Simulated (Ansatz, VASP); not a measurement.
## Two plane-wave programs on BaSi2C2

The input INCAR:

```
SYSTEM = BaSi2C2
ALGO = Normal ; EDIFF = 1E-7
ENCUT = 520 ; GGA = PE
ISIF = 2 ; ISMEAR = 0
LASPH = .True. ; LCHARG = .False.
LREAL = .False. ; LWAVE = .False.
NBANDS = 21 ; NELM = 100
PREC = Accurate ; SIGMA = 0.1
```

The input KPOINTS:

```
k-points
0
Gamma
  4 4 6
  0 0 0
```

POSCAR

```
BaSi2C2
1.0
    3.1392987100     -3.5244028000      0.0000000000
    3.1392987100      3.5244028000      0.0000000000
    0.0000000000      0.0000000000      3.4754883600
Ba Si C
1 2 2
Direct
    0.5000000000      0.5000000000      0.0000000000
    0.1343689400      0.8656310600      0.5000000000
    0.8656310600      0.1343689400      0.5000000000
    0.0000000000      0.5000000000      0.5000000000
    0.5000000000      0.0000000000      0.5000000000
```

Input for Ansatz:

```yaml
crystal:
  lattice:
    - [3.13929871, -3.5244028, 0.0]
    - [3.13929871, 3.5244028, 0.0]
    - [0.0, 0.0, 3.47548836]
  atoms:
    - { symbol: Ba, position: [0.5, 0.5, 0.0] }
    - { symbol: Si, position: [0.13436894, 0.86563106, 0.5] }
    - { symbol: Si, position: [0.86563106, 0.13436894, 0.5] }
    - { symbol: C, position: [0.0, 0.5, 0.5] }
    - { symbol: C, position: [0.5, 0.0, 0.5] }
basis:
  ecutwfc: 420
kpoints:
  mp_grid: { grid: [4, 4, 6] }
hamiltonian:
  xc: pbe
scf:
  occupations: { method: gaussian, width: 0.1 }
  lower_state_search: "off"
output:
  forces: true
  stress: true
  eigenvalues: true
```

Alike in both runs: task single point; functional PBE; k mesh 4 × 4 × 6; occupations gaussian, width 0.1 eV; no spin polarisation.

|  | VASP | Ansatz |
| --- | --- | --- |
| version | VASP 6.6.1 | Ansatz 0.2.0 |
| potentials or method | VASP PAW PBE potentials, release 64 (Ba_sv, Si, C), cutoff 520 eV | scalar-relativistic, plane waves, PAW |
| valence electrons in the cell | 26 | 26 |

VASP gave:

* gap on the k mesh at the Fermi level (eV): none
* pressure (GPa): 25.2
* traceless stress, the component that is largest in VASP (GPa): 33.89
* rms of the force components (eV/Å): 3.096

Problem. Which values does Ansatz return?

Solution. gap on the k mesh at the Fermi level (eV): none; pressure (GPa): 24.1; traceless stress, the component that is largest in VASP (GPa): 33.86; rms of the force components (eV/Å): 3.139.

Atom by atom the forces differ by 0.043 eV/Å (rms over components). A gap of «none» marks a metal or a gap that the smearing closes.

Neither program's run includes spin-orbit coupling.
